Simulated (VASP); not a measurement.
# Si (P6_3/mmc) in VASP: single point with PBE0

Aim: the single point of Si with PBE0.

Program: VASP 6.6.1. These are calculated values, not measurements. Logs are shortened: lines on timing, memory, paths and dates and some standing lists are left out, and cuts for length are marked.

### Step 1. The cell of the first run

The structure is hexagonal, space group P6_3/mmc (No. 194). Conventional cell: a = 3.825 Å, b = 3.825 Å, c = 6.325 Å, α = 90.00°, β = 90.00°, γ = 120.00°. Within 3.1 Å of Si (site symmetry 3m) lie 4 Si at 2.35 to 2.37 Å.

This isn't the form of Si at room conditions, which is diamond.

### Step 2. Single point, PBE0

The input, POSCAR:

```
Si
1.0
    3.8247397381      0.0000000000      0.0000000000
   -1.9123698691      3.3123217761      0.0000000000
    0.0000000000      0.0000000000      6.3247506367
Si
4
Direct
    0.3333333333      0.6666666667      0.0000086267
    0.6666666667      0.3333333333      0.5000086267
    0.3333333333      0.6666666667      0.3739913733
    0.6666666667      0.3333333333      0.8739913733
```

The input, INCAR.step1:

```
SYSTEM = Si
PREC = Accurate
ENCUT = 520
EDIFF = 1E-5
ISMEAR = 0
SIGMA = 0.01
LREAL = .False.
LASPH = .True.
NELM = 100
ALGO = Normal
ISIF = 2
LWAVE = .True.
LCHARG = .False.
GGA = PE
NBANDS = 16
```

The input, INCAR.step2:

```
SYSTEM = Si
PREC = Accurate
ENCUT = 520
EDIFF = 1E-7
ISMEAR = 0
SIGMA = 0.01
LREAL = .False.
LASPH = .True.
NELM = 100
ALGO = Normal
ISIF = 2
LWAVE = .False.
LCHARG = .False.
GGA = PE
LHFCALC = .True.
AEXX = 0.25
PRECFOCK = Normal
ISTART = 1
NBANDS = 16
```

The input, KPOINTS:

```
regular mesh
0
Gamma
  6 6 4
  0 0 0
```

Potentials or basis: VASP PAW PBE potentials, release 64 (Si).

Started as:

```bash
cat potpaw_PBE.64/Si/POTCAR > POTCAR
cp INCAR.step1 INCAR
mpirun -np 1 vasp_std > vasp.out
cp INCAR.step2 INCAR
mpirun -np 1 vasp_std > vasp.out
```

OUTCAR:

```text
SYSTEM = Si
   PREC = Accurate
   ENCUT = 520
   EDIFF = 1E-7
   ISMEAR = 0
   LREAL = .False.
   LASPH = .True.
   NELM = 100
   ISIF = 2
   GGA = PE
   LHFCALC = .True.
   AEXX = 0.25
   PRECFOCK = Normal
   ISTART = 1

 ion  position               nearest neighbor table
   1  0.333  0.667  0.000-   4 2.35   4 2.35   4 2.35   3 2.37
   2  0.667  0.333  0.500-   3 2.35   3 2.35   3 2.35   4 2.37
   3  0.333  0.667  0.374-   2 2.35   2 2.35   2 2.35   1 2.37
   4  0.667  0.333  0.874-   1 2.35   1 2.35   1 2.35   2 2.37

  LATTYP: Found a hexagonal cell.
 ALAT       =     3.8247397381
 C/A-ratio  =     1.6536420959

  Lattice vectors:

 A1 = (   3.8247397381,   0.0000000000,   0.0000000000)
 A2 = (  -1.9123698691,   3.3123217761,   0.0000000000)
 A3 = (   0.0000000000,   0.0000000000,   6.3247506367)

Analysis of symmetry for initial positions (statically):
=====================================================================
 Subroutine PRICEL returns:
 Original cell was already a primitive cell.

 Routine SETGRP: Setting up the symmetry group for a
 hexagonal supercell.

 Subroutine GETGRP returns: Found 24 space group operations
 (whereof  6 operations were pure point group operations)
 out of a pool of 24 trial point group operations.

The static configuration has the point symmetry C_3v.
 The point group associated with its full space group is D_6h.

Analysis of symmetry for dynamics (positions and initial velocities):
=====================================================================
 Subroutine PRICEL returns:
 Original cell was already a primitive cell.

 Routine SETGRP: Setting up the symmetry group for a
 hexagonal supercell.

 Subroutine GETGRP returns: Found 24 space group operations
 (whereof  6 operations were pure point group operations)
 out of a pool of 24 trial point group operations.

The dynamic configuration has the point symmetry C_3v.
 The point group associated with its full space group is D_6h.

 Subroutine INISYM returns: Found 24 space group operations
 (whereof  6 operations are pure point group operations),
 and found     1 'primitive' translations

----------------------------------------------------------------------------------------

                                     Primitive cell

  volume of cell :      80.1268

  direct lattice vectors                    reciprocal lattice vectors
     3.824739738  0.000000000  0.000000000     0.261455699  0.150951518  0.000000000
    -1.912369869  3.312321776  0.000000000     0.000000000  0.301903036  0.000000000
     0.000000000  0.000000000  6.324750637     0.000000000  0.000000000  0.158109000

  length of vectors
     3.824739738  3.824739738  6.324750637     0.301903036  0.301903036  0.158109000

  position of ions in fractional coordinates (direct lattice)
     0.333333333  0.666666667  0.000008627
     0.666666667  0.333333333  0.500008627
     0.333333333  0.666666667  0.373991373
     0.666666667  0.333333333  0.873991373

  ion indices of the primitive-cell ions
   primitive index   ion index
                 1           1
                 2           2
                 3           3
                 4           4

----------------------------------------------------------------------------------------

 KPOINTS: regular mesh

Automatic generation of k-mesh.
 Grid dimensions read from file:
 generate k-points for:    6    6    4

 Generating k-lattice:

  Cartesian coordinates                     Fractional coordinates (reciprocal lattice)
     0.043575950  0.025158586  0.000000000     0.166666667 -0.000000000  0.000000000
     0.000000000  0.050317173  0.000000000     0.000000000  0.166666667  0.000000000
     0.000000000  0.000000000  0.039527250     0.000000000  0.000000000  0.250000000

  Length of vectors
     0.050317173  0.050317173  0.039527250

  Shift w.r.t. Gamma in fractional coordinates (k-lattice)
     0.000000000  0.000000000  0.000000000

 Subroutine IBZKPT returns following result:
 ===========================================

 Found     21 irreducible k-points:

 Following reciprocal coordinates:
            Coordinates               Weight
  0.000000  0.000000  0.000000      1.000000
  0.166667 -0.000000  0.000000      6.000000
  0.333333  0.000000  0.000000      6.000000
  0.500000 -0.000000  0.000000      3.000000
  0.166667  0.166667  0.000000      6.000000
  0.333333  0.166667  0.000000     12.000000
[... 13 lines left out ...]
  0.333333  0.166667  0.500000     12.000000
  0.333333  0.333333  0.500000      2.000000
   k-points           NKPTS =     21   k-points in BZ     NKDIM =    144   number of bands    NBANDS=     16
   number of dos      NEDOS =    301   number of ions     NIONS =      4
   total plane-waves  NPLWV =  37632
   dimension x,y,z NGX =    28 NGY =   28 NGZ =   48
   dimension x,y,z NGXF=    56 NGYF=   56 NGZF=   96
   ions per type =               4
   NGX,Y,Z   is equivalent  to a cutoff of  12.17, 12.17, 12.62 a.u.
   NGXF,Y,Z  is equivalent  to a cutoff of  24.34, 24.34, 25.23 a.u.
 SYSTEM =  Si
   PREC   = accura    normal or accurate (medium, high low for compatibility)
   ISTART =      1    job   : 0-new  1-cont  2-samecut
   ICHARG =      0    charge: 1-file 2-atom 10-const
   ISPIN  =      1    spin polarized calculation?
   LNONCOLLINEAR =      F non collinear calculations
   LSORBIT =      F    spin-orbit coupling
   LASPH  =      T    aspherical Exc in radial PAW
   ENCUT  =  520.0 eV  38.22 Ry    6.18 a.u.   7.11  7.11 11.76*2*pi/ulx,y,z
   NELM   =    100;   NELMIN=  2; NELMDL=  0     # of ELM steps
   EDIFF  = 0.1E-06   stopping-criterion for ELM
   LREAL  =      F    real-space projection
   EDIFFG = 0.1E-05   stopping-criterion for IOM
   NSW    =      0    number of steps for IOM
   IBRION =     -1    ionic relax: 0-MD 1-quasi-New 2-CG
   NFREE  =      0    steps in history (QN), initial steepest desc. (CG)
   ISIF   =      2    stress and relaxation
   ISYM   =      3    0-nonsym 1-usesym 2-fastsym
   POTIM  = 0.5000    time-step for ionic-motion
   TEBEG  =    0.0;   TEEND  =   0.0 temperature during run
   PSTRESS=    0.0 pullay stress
   NELECT =      16.0000    total number of electrons
   NUPDOWN=      -1.0000    fix difference up-down
   EMIN   =  10.00;   EMAX   =-10.00  energy-range for DOS
   EFERMI =   0.00;   METHOD = LEGACY
   ISMEAR =     0;   SIGMA  =   0.01  broadening in eV -4-tet -1-fermi 0-gaus
   EFERMI_NEDOS =   21; number of points for ismear=-14 and -15
   IALGO  =     38    algorithm
   IMIX   =      1    mixing-type and parameters
     AMIX     =   0.40;   BMIX     =  1.00
     AMIX_MAG =   1.60;   BMIX_MAG =  1.00
  volume/ion in A,a.u.               =      20.03       135.18
  Fermi-wavevector in a.u.,A,eV,Ry     =   0.956876  1.808233 12.457647  0.915611
  Thomas-Fermi vector in A             =   2.085843
   LORBIT       =      0    0 simple, 1 ext, 2 COOP (PROOUT), +10 PAW based schemes
   GGA     = PE    functional components
   LHFCALC =     T    Hartree Fock is set to
   PRECFOCK=normal    Normal, Fast or Accurate (Low or Medium for compatibility)
   ENCUT4O =  -1.0   cutoff for four orbital integrals eV
   NKREDX  =     1    reduce k-point grid by
   NKREDY  =     1    reduce k-point grid by
   NKREDZ  =     1    reduce k-point grid by
   AEXX    =    0.2500 exact exchange contribution
   HFSCREEN=    0.0000 screening length (either q_TF or 0.3 A-1)
   HFSCREENC=   0.0000 screening length for correlation (either q_TF or 0.3 A-1)
   ENCUTFOCK=  -1.0 apply spherical cutoff to Coloumb kernel
   IVDW    =     0    specifies the selected vdW correction
   LEPSILON=     F    determine dielectric tensor
   LRPA    =     F    only Hartree local field effects (RPA)
 non-spin polarized calculation
 Gauss-broadening in eV      SIGMA  =   0.01
  energy-cutoff  :      520.00
  volume of cell :       80.13
 maximum number of plane-waves:      2187
  NGX = 24; NGY = 24; NGZ = 36

 number of electron      15.9999999 magnetization

 Free energy of the ion-electron system (eV)
  ---------------------------------------------------
  ext. energy  EPLUGINS =         0.00000000
  ---------------------------------------------------
  free energy    TOTEN  =       -27.08942707 eV

  energy without entropy =      -27.08942707  energy(sigma->0) =      -27.08942707

 E-fermi :   5.4751     XC(G=0):  -7.4489

 val. band max:        5.4094334134   @ k =   0.0000   0.0000   0.0000
 cond. band min:       7.0550795977   @ k =   0.5000  -0.0000   0.0000
 fundamental gap:      1.6456461843
 Fermi energy:         5.4750679433

 k-point     1 :       0.0000    0.0000    0.0000
  band No.  band energies     occupation
      1      -8.2725      2.00000
      2      -5.7199      2.00000
      3      -2.6978      2.00000
      4       3.7198      2.00000
      5       3.7198      2.00000
      6       5.0459      2.00000
[... 8 lines left out ...]
     15      11.1637      0.00000
     16      12.9495      0.00000

 k-point     2 :       0.1667   -0.0000    0.0000
  band No.  band energies     occupation
      1      -7.9142      2.00000
      2      -5.3510      2.00000
      3      -2.5276      2.00000
      4       1.6749      2.00000
      5       3.1223      2.00000
      6       3.4013      2.00000
[... 8 lines left out ...]
     15      12.3974      0.00000
     16      12.6588      0.00000

 k-point     3 :       0.3333    0.0000    0.0000
  band No.  band energies     occupation
      1      -6.8891      2.00000
      2      -4.2857      2.00000
      3      -2.8343      2.00000
      4      -0.0673      2.00000
      5       0.5094      2.00000
      6       2.3093      2.00000
[... 8 lines left out ...]
     15      14.1449      0.00000
     16      14.2590      0.00000

 k-point     4 :       0.5000   -0.0000    0.0000
  band No.  band energies     occupation
      1      -5.8266      2.00000
      2      -4.0631      2.00000
      3      -3.1444      2.00000
      4      -1.2899      2.00000
      5       0.2030      2.00000
      6       1.9989      2.00000
[... 8 lines left out ...]
     15      13.5087      0.00000
     16      15.2148      0.00000

 k-point     5 :       0.1667    0.1667    0.0000
  band No.  band energies     occupation
      1      -7.2167      2.00000
      2      -4.6284      2.00000
      3      -2.5275      2.00000
      4       0.3807      2.00000
      5       1.4831      2.00000
      6       1.6887      2.00000
[... 8 lines left out ...]
     15      12.0397      0.00000
     16      13.5950      0.00000

 k-point     6 :       0.3333    0.1667    0.0000
  band No.  band energies     occupation
      1      -5.9705      2.00000
      2      -3.6596      2.00000
      3      -3.3118      2.00000
      4      -0.7285      2.00000
      5       0.1807      2.00000
      6       0.9104      2.00000
[... 8 lines left out ...]
     15      13.6106      0.00000
     16      13.6859      0.00000
[... 210 lines left out ...]
 k-point    18 :       0.5000   -0.0000    0.5000
  band No.  band energies     occupation
      1      -5.0473      2.00000
      2      -5.0473      2.00000
      3      -2.7402      2.00000
      4      -2.7402      2.00000
      5       2.7091      2.00000
      6       2.7091      2.00000
[... 8 lines left out ...]
     15      15.1860      0.00000
     16      15.1860      0.00000

 k-point    19 :       0.1667    0.1667    0.5000
  band No.  band energies     occupation
      1      -6.3499      2.00000
      2      -6.3499      2.00000
      3      -0.4224      2.00000
      4      -0.4224      2.00000
      5       2.3274      2.00000
      6       2.3274      2.00000
[... 8 lines left out ...]
     15      12.6731      0.00000
     16      12.6731      0.00000

 k-point    20 :       0.3333    0.1667    0.5000
  band No.  band energies     occupation
      1      -5.1641      2.00000
      2      -5.1641      2.00000
      3      -2.2749      2.00000
      4      -2.2749      2.00000
      5       1.4261      2.00000
      6       1.4261      2.00000
[... 8 lines left out ...]
     15      13.9595      0.00000
     16      13.9595      0.00000

 k-point    21 :       0.3333    0.3333    0.5000
  band No.  band energies     occupation
      1      -4.4127      2.00000
      2      -4.4127      2.00000
      3      -2.9144      2.00000
      4      -2.9144      2.00000
      5       0.4173      2.00000
      6       0.4173      2.00000
[... 8 lines left out ...]
     15      13.3278      0.00000
     16      13.3278      0.00000

------------------------ aborting loop because EDIFF is reached ----------------------------------------

  FORCE on cell =-STRESS in cart. coord.  units (eV):
  Direction    XX          YY          ZZ          XY          YZ          ZX
  --------------------------------------------------------------------------------------
  -------------------------------------------------------------------------------------
  Total        0.0041992      0.0041992     -0.1331480     -0.0000000     -0.0000000      0.0000000
  in kB        0.0839657      0.0839657     -2.6623636     -0.0000000     -0.0000000      0.0000000
  external PRESSURE =      -0.8314774 kB  Pullay stress =       0.0000000 kB

 VOLUME and BASIS-vectors are now :
 -----------------------------------------------------------------------------
  energy-cutoff  :      520.00
  volume of cell :       80.13
      direct lattice vectors                 reciprocal lattice vectors
     3.824739738  0.000000000  0.000000000     0.261455699  0.150951518  0.000000000
    -1.912369869  3.312321776  0.000000000     0.000000000  0.301903036  0.000000000
     0.000000000  0.000000000  6.324750637     0.000000000  0.000000000  0.158109000

 POSITION                                       TOTAL-FORCE (eV/Angst)
 -----------------------------------------------------------------------------------
     -0.00000      2.20821      0.00005         0.000000     -0.000000     -0.013326
      1.91237      1.10411      3.16243        -0.000000      0.000000     -0.013326
     -0.00000      2.20821      2.36540         0.000000     -0.000000      0.013326
      1.91237      1.10411      5.52778        -0.000000     -0.000000      0.013326
 -----------------------------------------------------------------------------------
    total drift:                                0.000000     -0.000000      0.000001

  FREE ENERGIE OF THE ION-ELECTRON SYSTEM (eV)
  ---------------------------------------------------
  free  energy   TOTEN  =       -27.0894270694 eV

  energy  without entropy=      -27.0894270694  energy(sigma->0) =      -27.08942707
```

It took 1.9 h on 1 thread of Oxide Virtual Turin-like, shared host; peak memory 0.19 GiB.

What came out:

```yaml
Free_energy: -27.0894 eV
Pressure: -0.1 GPa
Largest_force: 0.013 eV/Å
Band_gap_on_the_k_mesh: 1.65 eV (least direct gap 2.40 eV)
```

Forces on the atoms (eV/Å):
```
Si   0.000  0.000 -0.013
Si   0.000  0.000 -0.013
Si   0.000  0.000  0.013
Si   0.000  0.000  0.013
```

Stress tensor (GPa, compression positive):
```
 0.01  0.00  0.00
 0.00  0.01  0.00
 0.00  0.00 -0.27
```

Caveat: the PAW data sets were made with another functional, which shifts forces and pressure a little.
